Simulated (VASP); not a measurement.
A run of VASP 6.6.1:

INCAR

```
SYSTEM = SrZrO2
ALGO = Normal ; EDIFF = 1E-6
EDIFFG = -0.08 ; ENCUT = 600
GGA = PE ; IBRION = 2
ISIF = 3 ; ISMEAR = 0
LASPH = .TRUE. ; LCHARG = .FALSE.
LREAL = .FALSE. ; LWAVE = .FALSE.
NELM = 80 ; NSW = 36
PREC = Accurate ; SIGMA = 0.15
```

Contents of KPOINTS:

```
k-points
0
G
  3 3 2
  0 0 0
```

File POSCAR:

```
SrZrO2
1.0
    4.6476439200      0.0000000000      0.0000000000
    0.0000000000      4.6476439200      0.0000000000
    0.0000000000      0.0000000000      6.2683987800
Sr Zr O
2 2 4
Direct
    0.5000000000      0.0000000000      0.8717493900
    0.0000000000      0.5000000000      0.1282506100
    0.0000000000      0.0000000000      0.5000000000
    0.5000000000      0.5000000000      0.5000000000
    0.5000000000      0.0000000000      0.1785071300
    0.0000000000      0.5000000000      0.8214928700
    0.0000000000      0.0000000000      0.0000000000
    0.5000000000      0.5000000000      0.0000000000
```

Potentials or basis: VASP PAW PBE potentials, release 64 (Sr_sv, Zr_sv, O).

Launch:

```console
$ cat potpaw_PBE.64/Sr_sv/POTCAR potpaw_PBE.64/Zr_sv/POTCAR potpaw_PBE.64/O/POTCAR > POTCAR
$ mpirun -np 1 vasp_std > vasp.out
```

Hardware: 1 thread of Intel(R) Xeon(R) 6975P-C (Granite Rapids), with other jobs on the host.

Q: Estimate the wall time of this run.

A: It took 12 min on 1 thread of Intel(R) Xeon(R) 6975P-C (Granite Rapids), with other jobs on the host, peak memory 0.3 GiB. Counts: scf iterations 376, k points 6, ion steps 35.
